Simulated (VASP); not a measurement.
# SnS2 (P-3m1) in VASP: single point with PBEsol

Aim: the single point of SnS2 with PBEsol.

All numbers are computed with VASP 6.6.1; they aren't measurements. Logs are shortened: lines on timing, memory, paths and dates and some standing lists are left out, and cuts for length are marked.

## Step 1: The cell of the first run

The structure is trigonal, space group P-3m1 (No. 164). The conventional cell has a = 3.651 Å, b = 3.651 Å, c = 6.059 Å, α = 90.00°, β = 90.00°, γ = 120.00°. Within 3.4 Å of Sn (site symmetry -3m) lie 6 S at 2.57 Å. S (site symmetry 3m) has 3 Sn at 2.57 Å within 3.4 Å.

## Step 2: Single point, PBEsol

The input, INCAR:

```
SYSTEM = SnS2
  ALGO = Normal
  EDIFF = 1E-6
  ENCUT = 500
  GGA = PS
  GGA_COMPAT = .FALSE.
  ISIF = 2
  ISMEAR = 0
  ISYM = 0
  LASPH = .TRUE.
  LCHARG = .FALSE.
  LREAL = .FALSE.
  LWAVE = .FALSE.
  NBANDS = 20
  NELM = 120
  PREC = Accurate
  SIGMA = 0.02
```

The input, KPOINTS:

```
Automatic mesh
0
Gamma
  12 12 6
  0.5 0.5 0.5
```

The input, POSCAR:

```
SnS2
1.0
    3.6513143003      0.0000000000      0.0000000000
   -1.8256571501      3.1621309413      0.0000000000
    0.0000000000      0.0000000000      6.0589188786
Sn S
1 2
Direct
    0.0000000000      0.0000000000      0.0000000000
    0.6666666667      0.3333333333      0.2432430401
    0.3333333333      0.6666666667      0.7567569599
```

Potentials or basis: VASP PAW PBE potentials, release 64 (Sn_d, S).

Command:

```bash
cat potpaw_PBE.64/Sn_d/POTCAR potpaw_PBE.64/S/POTCAR > POTCAR
mpirun -np 1 vasp_std > vasp.out
```

OUTCAR:

```text
SYSTEM = SnS2
   EDIFF = 1E-6
   ENCUT = 500
   GGA = PS
   ISIF = 2
   ISMEAR = 0
   ISYM = 0
   LASPH = .TRUE.
   LREAL = .FALSE.
   NELM = 120
   PREC = Accurate

 ion  position               nearest neighbor table
   1  0.000  0.000  0.000-   2 2.57   3 2.57   2 2.57   3 2.57   2 2.57   3 2.57
   2  0.667  0.333  0.243-   1 2.57   1 2.57   1 2.57
   3  0.333  0.667  0.757-   1 2.57   1 2.57   1 2.57

IMPORTANT INFORMATION: All symmetrisations will be switched off!
NOSYMM: (Re-)initialisation of all symmetry stuff for point group C_1.

----------------------------------------------------------------------------------------

                                     Primitive cell

  volume of cell :      69.9559

  direct lattice vectors                    reciprocal lattice vectors
     3.651314300  0.000000000  0.000000000     0.273873986  0.158121219  0.000000000
    -1.825657150  3.162130941  0.000000000     0.000000000  0.316242439  0.000000000
     0.000000000  0.000000000  6.058918879     0.000000000  0.000000000  0.165045946

  length of vectors
     3.651314300  3.651314300  6.058918879     0.316242439  0.316242439  0.165045946

  position of ions in fractional coordinates (direct lattice)
     0.000000000  0.000000000  0.000000000
     0.666666667  0.333333333  0.243243040
     0.333333333  0.666666667  0.756756960

  ion indices of the primitive-cell ions
   primitive index   ion index
                 1           1
                 2           2
                 3           3

----------------------------------------------------------------------------------------

 KPOINTS: Automatic mesh

Automatic generation of k-mesh.
 Grid dimensions read from file:
 generate k-points for:   12   12    6

 Generating k-lattice:

  Cartesian coordinates                     Fractional coordinates (reciprocal lattice)
     0.022822832  0.013176768  0.000000000     0.083333333  0.000000000  0.000000000
     0.000000000  0.026353537  0.000000000     0.000000000  0.083333333  0.000000000
     0.000000000  0.000000000  0.027507658     0.000000000  0.000000000  0.166666667

  Length of vectors
     0.026353537  0.026353537  0.027507658

  Shift w.r.t. Gamma in fractional coordinates (k-lattice)
     0.500000000  0.500000000  0.500000000

 Subroutine IBZKPT returns following result:
 ===========================================

 Found   1296 irreducible k-points:

[... 42 lines left out ...]
   LASPH  =      T    aspherical Exc in radial PAW
   ENCUT  =  500.0 eV  36.75 Ry    6.06 a.u.   6.66  6.66 11.05*2*pi/ulx,y,z
   NELM   =    120;   NELMIN=  2; NELMDL= -5     # of ELM steps
   EDIFF  = 0.1E-05   stopping-criterion for ELM
   LREAL  =      F    real-space projection
   EDIFFG = 0.1E-04   stopping-criterion for IOM
   NSW    =      0    number of steps for IOM
   IBRION =     -1    ionic relax: 0-MD 1-quasi-New 2-CG
   NFREE  =      0    steps in history (QN), initial steepest desc. (CG)
   ISIF   =      2    stress and relaxation
   ISYM   =      0    0-nonsym 1-usesym 2-fastsym
   POTIM  = 0.5000    time-step for ionic-motion
   TEBEG  =    0.0;   TEEND  =   0.0 temperature during run
   PSTRESS=    0.0 pullay stress
   NELECT =      26.0000    total number of electrons
   NUPDOWN=      -1.0000    fix difference up-down
   EMIN   =  10.00;   EMAX   =-10.00  energy-range for DOS
   EFERMI =   0.00;   METHOD = LEGACY
   ISMEAR =     0;   SIGMA  =   0.02  broadening in eV -4-tet -1-fermi 0-gaus
   EFERMI_NEDOS =   21; number of points for ismear=-14 and -15
   IALGO  =     38    algorithm
   IMIX   =      4    mixing-type and parameters
     AMIX     =   0.40;   BMIX     =  1.00
     AMIX_MAG =   1.60;   BMIX_MAG =  1.00
  volume/ion in A,a.u.               =      23.32       157.36
  Fermi-wavevector in a.u.,A,eV,Ry     =   1.177040  2.224283 18.849826  1.385423
  Thomas-Fermi vector in A             =   2.313393
   LORBIT       =      0    0 simple, 1 ext, 2 COOP (PROOUT), +10 PAW based schemes
   GGA     = PS    functional components
   LHFCALC =     F    Hartree Fock is set to
   AEXX    =    0.0000 exact exchange contribution
   IVDW    =     0    specifies the selected vdW correction
   LEPSILON=     F    determine dielectric tensor
   LRPA    =     F    only Hartree local field effects (RPA)
 non-spin polarized calculation
 Gauss-broadening in eV      SIGMA  =   0.02
  energy-cutoff  :      500.00
  volume of cell :       69.96
 maximum number of plane-waves:      1801
   NGX = 13   NGY = 13   NGZ = 23

 number of electron      26.0000011 magnetization

 Free energy of the ion-electron system (eV)
  ---------------------------------------------------
  ext. energy  EPLUGINS =         0.00000000
  ---------------------------------------------------
  free energy    TOTEN  =       -14.27224744 eV

  energy without entropy =      -14.27224744  energy(sigma->0) =      -14.27224744

 E-fermi :   4.2537     XC(G=0):  -9.6338

 val. band max:        4.1658466971   @ k =   0.0000   0.1250   0.2500
 cond. band min:       5.6291464298   @ k =   0.0000  -0.4583   0.4167
 fundamental gap:      1.4632997327
 Fermi energy:         4.2536636851

 k-point     1 :       0.0417    0.0417    0.0833
  band No.  band energies     occupation
      1     -16.5599      2.00000
      2     -16.5535      2.00000
      3     -16.5110      2.00000
      4     -16.4876      2.00000
      5     -16.4851      2.00000
      6      -9.4163      2.00000
[... 541 lines left out ...]
     19      12.9908      0.00000
     20      14.2337      0.00000

 [... further k-points ...]

------------------------ aborting loop because EDIFF is reached ----------------------------------------

  FORCE on cell =-STRESS in cart. coord.  units (eV):
  Direction    XX          YY          ZZ          XY          YZ          ZX
  --------------------------------------------------------------------------------------
  -------------------------------------------------------------------------------------
  Total       -0.0366803     -0.0366794     -0.0150277     -0.0000001      0.0000003      0.0000003
  in kB       -0.8400767     -0.8400557     -0.3441740     -0.0000017      0.0000057      0.0000069
  external PRESSURE =      -0.6747688 kB  Pullay stress =       0.0000000 kB

 VOLUME and BASIS-vectors are now :
 -----------------------------------------------------------------------------
  energy-cutoff  :      500.00
  volume of cell :       69.96
      direct lattice vectors                 reciprocal lattice vectors
     3.651314300  0.000000000  0.000000000     0.273873986  0.158121219  0.000000000
    -1.825657150  3.162130941  0.000000000     0.000000000  0.316242439  0.000000000
     0.000000000  0.000000000  6.058918879     0.000000000  0.000000000  0.165045946

 POSITION                                       TOTAL-FORCE (eV/Angst)
 -----------------------------------------------------------------------------------
      0.00000      0.00000      0.00000         0.000000     -0.000000     -0.000000
      1.82566      1.05404      1.47379        -0.000000      0.000000      0.000275
     -0.00000      2.10809      4.58513         0.000000     -0.000000     -0.000275
 -----------------------------------------------------------------------------------
    total drift:                                0.000000     -0.000000     -0.000000

  FREE ENERGIE OF THE ION-ELECTRON SYSTEM (eV)
  ---------------------------------------------------
  free  energy   TOTEN  =       -14.2722474371 eV

  energy  without entropy=      -14.2722474371  energy(sigma->0) =      -14.27224744
```

stdout:

```text
POSCAR found type information on POSCAR SnS
 POSCAR found :  2 types and       3 ions
 scaLAPACK will be used
 -----------------------------------------------------------------------------
|                                                                             |
|                                                                             |
|     You enforced a specific xc type in the INCAR file but a different       |
|     I HOPE YOU KNOW WHAT YOU ARE DOING!                                     |
|                                                                             |
 -----------------------------------------------------------------------------

 LDA part: xc-table for (Slater+PW92), standard interpolation
 POSCAR, INCAR and KPOINTS ok, starting setup
 FFT: planning ... GRIDC
 FFT: planning ... GRID_SOFT
 FFT: planning ... GRID
 WAVECAR not read
 entering main loop
```

Run time: 32 min. Hardware: 1 thread of Intel Xeon 8259CL, shared host; peak memory 1.4 GiB.

What came out:

```
Free energy            : -14.2722 eV
Pressure               : -0.1 GPa
Band gap on the k mesh : 1.46 eV (least direct gap 1.80 eV)
```

Caveat: the PAW data sets were made with another functional, which shifts forces and pressure a little; spin-orbit coupling is left out, which moves the levels of the heavy elements; a shifted mesh leaves out Γ, where band edges can lie; this functional lacks dispersion, which binds layers or chains, so the pressure and a relaxed spacing across them are unreliable. A k mesh can miss the band edges.
